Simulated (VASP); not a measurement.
Write the native input for VASP 6.6.1 that does the following.

| Quantity | Value |
| --- | --- |
| Task | single point |
| Functional | PBE |
| Potentials or basis | VASP PAW PBE potentials, release 64 (Mg, O) |
| Cutoff | 520 eV |
| k mesh | 10 × 10 × 10 |
| Occupations | gaussian, width 0.02 eV |
| Spin | no spin polarisation |
| Dipole correction | no |
| Further INCAR settings | ALGO = Normal; EDIFF = 1e-06; NBANDS = 11 |

The structure of MgO lies in POSCAR:

```
MgO
1.0
    0.0000000000      2.1420908079      2.1420908079
    2.1420908079      0.0000000000      2.1420908079
    2.1420908079      2.1420908079      0.0000000000
Mg O
1 1
Direct
    0.0000000000      0.0000000000      0.0000000000
    0.5000000000      0.5000000000      0.5000000000
```

The input as run:

INCAR

```
SYSTEM = MgO
ALGO     = Normal         ! electronic algorithm
EDIFF    = 1E-6           ! SCF threshold, eV
ENCUT    = 520            ! plane-wave cutoff, eV
GGA      = PE             ! functional
ISIF     = 2              ! what is computed and relaxed
ISMEAR   = 0              ! smearing method
LASPH    = .TRUE.         ! aspherical terms in the spheres
LCHARG   = .TRUE.         ! write CHGCAR
LELF     = .TRUE.         ! ELF
LREAL    = .FALSE.        ! projectors in reciprocal space
LVHAR    = .TRUE.       
LWAVE    = .FALSE.        ! write WAVECAR
NBANDS   = 11             ! bands
NELM     = 60             ! most SCF steps
PREC     = Accurate       ! precision mode
SIGMA    = 0.02           ! smearing width, eV
```

KPOINTS

```
k-points
0
G
  10 10 10
  0 0 0
```

Potentials or basis: VASP PAW PBE potentials, release 64 (Mg, O).

Launch:

```console
$ cat potpaw_PBE.64/Mg/POTCAR potpaw_PBE.64/O/POTCAR > POTCAR
$ mpirun -np 1 vasp_std > vasp.out
```

Results of the run:

* Pressure: -3.8 GPa
* Band gap on the k mesh: 4.25 eV, direct

Wall time 17 s on 1 thread of AMD EPYC 7R43 64-Core Processor (Zen 3), on a shared host, peak memory 0.11 GiB.
